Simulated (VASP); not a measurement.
**Cr: relaxation of cell and atoms with PBEsol+D3(BJ)**

Crystal: Cr.

```
CELL_PARAMETERS angstrom
-1.48445 1.48445 1.48445
1.48445 -1.48445 1.48445
1.48445 1.48445 -1.48445
ATOMIC_POSITIONS crystal
Cr 0.00000 0.00000 0.00000
```

```
Program                : VASP 6.6.1
Task                   : relaxation of cell and atoms
Functional             : PBEsol
Dispersion             : D3(BJ)
Potentials or basis    : VASP PAW PBE potentials, release 64 (Cr_pv)
Cutoff                 : 600 eV
k mesh                 : 12 × 12 × 12
Occupations            : fermi-dirac, width 0.05 eV
Spin                   : collinear spin, ferromagnetic start
Starting moments       : [3.0] μB
Dipole correction      : no
Further INCAR settings : ALGO = Normal; EDIFF = 1e-06; IBRION = 2; EDIFFG = -0.02; NSW = 80; ISIF = 3
```

* Relaxed volume: 10.84 Å³/atom
* Relaxed cell: a = 2.415 Å, b = 2.415 Å, c = 2.415 Å, α = 109.47°, β = 109.47°, γ = 109.47°
* Space group after relaxing (to 0.05 Å): Im-3m (No. 229)
* Energy gained by relaxing: 312.2 meV/atom
* Ionic steps: 5
* Pressure after relaxing: 0.0 GPa
* Band gap on the k mesh: zero (filled and empty bands overlap)
* Net moment: 0.00 μB per cell
* Valence electrons inside the program's atomic spheres: Cr 11.21
* Dispersion energy per atom: -0.489 eV

Step by step:
```
step  energy change (eV)  largest force (eV/Å)  pressure (GPa)  volume (Å³)
   1              0.0000                0.0000          -37.70        13.08
   2              0.7845                0.0000          164.19         8.08
   3             -0.3094                0.0000           -4.90        11.02
   4             -0.3119                0.0000           -1.50        10.89
   5             -0.3122                0.0000           -0.02        10.84
```

Final structure:
```cif
data_structure
_symmetry_space_group_name_H-M 'P 1'
_symmetry_Int_Tables_number 1
_cell_length_a 2.4146
_cell_length_b 2.4146
_cell_length_c 2.4146
_cell_angle_alpha 109.471
_cell_angle_beta 109.471
_cell_angle_gamma 109.471
_cell_volume 10.84
loop_
_atom_site_label
_atom_site_type_symbol
_atom_site_fract_x
_atom_site_fract_y
_atom_site_fract_z
_atom_site_occupancy
Cr1 Cr 0.00000 0.00000 0.00000 1
```

Levels at points of the mesh, in eV from the Fermi level:
Spin up:
```tsv
k point	band 4	band 5	band 6	band 7	band 8	band 9
(0.00, 0.00, 0.00)	-8.10	-0.97	-0.97	-0.97	1.23	1.23
(0.50, 0.00, 0.00)	-4.77	-2.67	1.26	1.29	1.62	3.16
(0.50, 0.50, 0.50)	-4.74	-4.74	2.73	2.73	2.73	7.17
```
Spin down:
```tsv
k point	band 2	band 3	band 4	band 5	band 6	band 7	band 8	band 9	band 10	band 11
(0.00, 0.00, 0.00)	-42.46	-42.46	-8.10	-0.97	-0.97	-0.97	1.23	1.23	7.17	22.79
(0.50, 0.00, 0.00)	-42.81	-42.47	-4.77	-2.67	1.26	1.29	1.62	3.16	7.17	10.73
(0.50, 0.50, 0.50)	-43.23	-43.23	-4.74	-4.74	2.73	2.73	2.73	7.17	11.18	11.18
```

Run time: 39 s on 1 thread of Intel(R) Xeon(R) 6975P-C (Granite Rapids), with other jobs on the host, peak memory 0.18 GiB.

Caveat: the starting moments collapsed, and a magnetic state may lie lower; the volume moved by over 15 % at a fixed basis, so the end points are rough; the PAW data sets were made with another functional, which shifts forces and pressure a little; pairwise dispersion overbinds metals, which lowers pressure and volume.
